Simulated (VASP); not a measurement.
Wanted: the native input for a VASP 6.6.1 run.

| Item | Value |
| --- | --- |
| Task | single point |
| Functional | r2SCAN |
| Potentials or basis | VASP PAW PBE potentials, release 64 (Ti_sv, Ni) |
| Cutoff | 520 eV |
| k mesh | 18 × 18 × 18 |
| Occupations | gaussian, width 0.1 eV |
| Spin | no spin polarisation |
| Dipole correction | no |
| Further INCAR settings | ALGO = Normal; EDIFF = 1e-07; NBANDS = 18 |

The system is TiNi.

```
CELL_PARAMETERS angstrom
2.96637 0.00000 0.00000
0.00000 2.96637 0.00000
0.00000 0.00000 3.07845
ATOMIC_POSITIONS crystal
Ti 0.50000 0.50000 0.50000
Ni 0.00000 0.00000 0.00000
```

This cell differs from its parent crystal: uniaxial strain along c: +3.0 %.

The input as run:

POSCAR

```
TiNi
1.0
    2.9663735778      0.0000000000      0.0000000000
    0.0000000000      2.9663735778      0.0000000000
    0.0000000000      0.0000000000      3.0784531840
Ti Ni
1 1
Direct
    0.5000000000      0.5000000000      0.5000000000
    0.0000000000      0.0000000000      0.0000000000
```

INCAR.step1

```
ALGO = Normal ; EDIFF = 1E-4
ENCUT = 520 ; GGA = PE
ISMEAR = 0 ; LASPH = T
LCHARG = F ; LREAL = F
LWAVE = T ; NBANDS = 18
NELM = 80 ; PREC = Accurate
SIGMA = 0.1
```

INCAR.step2

```
ALGO = Normal ; EDIFF = 1E-7
ENCUT = 520 ; ISIF = 2
ISMEAR = 0 ; ISTART = 1
LASPH = T ; LCHARG = T
LELF = T ; LMIXTAU = T
LREAL = F ; LVHAR = T
LWAVE = F ; METAGGA = R2SCAN
NBANDS = 18 ; NELM = 80
PREC = Accurate ; SIGMA = 0.1
```

KPOINTS

```
k-points
0
Gamma
  18 18 18
```

Potentials or basis: VASP PAW PBE potentials, release 64 (Ti_sv, Ni).

The run is started by

```bash
$ cat potpaw_PBE.64/Ti_sv/POTCAR potpaw_PBE.64/Ni/POTCAR > POTCAR
$ cp INCAR.step1 INCAR
$ mpirun -np 1 vasp_std > vasp.out
$ cp INCAR.step2 INCAR
$ mpirun -np 1 vasp_std > vasp.out
```

It gave:

| Quantity | Value |
| --- | --- |
| Pressure | -2.1 GPa |
| Band gap on the k mesh | zero (band 11 reaches 9.91 eV, above the bottom of band 12 at 8.16 eV) |

Caveat: the cell differs from its parent crystal (uniaxial strain along c: +3.0 %); the PAW data sets were made with another functional, which shifts forces and pressure a little.

Wall time 23 min on 1 thread of Oxide Virtual Turin-like Processor, on a shared host, peak memory 0.35 GiB.
